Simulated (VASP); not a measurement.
Write the native input for VASP 6.6.1 that does the following.

| Property | Result |
| --- | --- |
| Task | single point |
| Functional | PBEsol |
| Potentials or basis | VASP PAW PBE potentials, release 64 (Be, Zn, Se) |
| Cutoff | 520 eV |
| k mesh | 2 × 2 × 2, shifted |
| Occupations | methfessel-paxton, width 0.05 eV |
| Spin | no spin polarisation |
| Dipole correction | no |
| Further INCAR settings | LREAL = Auto; ALGO = Normal; EDIFF = 1e-06; NBANDS = 56 |

The structure of Be3ZnSe4 lies in POSCAR:

```
Be3ZnSe4
1.0
   10.5099190000      0.0000000000      0.0000000000
    0.0000000000      5.2549590000      0.0000000000
    0.0000000000      0.0000000000      5.2549590000
Be Zn Se
6 2 8
Direct
    0.0024890000      0.9823270000      0.9979150000
    0.2464790000      0.5161890000      0.0046810000
    0.7448120000      0.5008950000      0.0066370000
    0.2505640000      0.9947730000      0.5008560000
    0.7441980000      0.9905040000      0.4867760000
    0.5031610000      0.5051010000      0.5076620000
    0.5042760000      0.9996950000      0.9943820000
    0.9958880000      0.5016420000      0.4969110000
    0.1181470000      0.2370180000      0.2442390000
    0.6212820000      0.2533030000      0.2432030000
    0.3706050000      0.7382680000      0.2563780000
    0.8813920000      0.7494840000      0.2415030000
    0.3823930000      0.2472720000      0.7536530000
    0.8799410000      0.2465370000      0.7375980000
    0.1244570000      0.7494510000      0.7617730000
    0.6251720000      0.7513560000      0.7580930000
```

The input as run:

INCAR

```
PREC = Accurate
ENCUT = 520
EDIFF = 1E-6
ISMEAR = 1
SIGMA = 0.05
LREAL = Auto
LASPH = T
NELM = 100
ALGO = Normal
ISIF = 2
LWAVE = F
LCHARG = F
GGA = PS
NBANDS = 56
```

KPOINTS

```
Automatic mesh
0
Gamma
  2 2 2
  0.5 0.5 0.5
```

Potentials or basis: VASP PAW PBE potentials, release 64 (Be, Zn, Se).

Launch:

```console
$ cat potpaw_PBE.64/Be/POTCAR potpaw_PBE.64/Zn/POTCAR potpaw_PBE.64/Se/POTCAR > POTCAR
$ mpirun -np 1 vasp_std > vasp.out
```

It gave:

```yaml
Pressure: 2.8 GPa
Largest_force: 3.253 eV/Å
Band_gap_on_the_k_mesh: 3.67 eV
```

Caveat: the k points lie up to 0.60 Å⁻¹ apart; the PAW data sets were made with another functional, which shifts forces and pressure a little; a shifted mesh leaves out Γ, where band edges can lie.

It took 2.5 min on 1 thread of Intel(R) Xeon(R) Platinum 8375C CPU @ 2.90GHz (Ice Lake), on a shared host, peak memory 0.32 GiB.
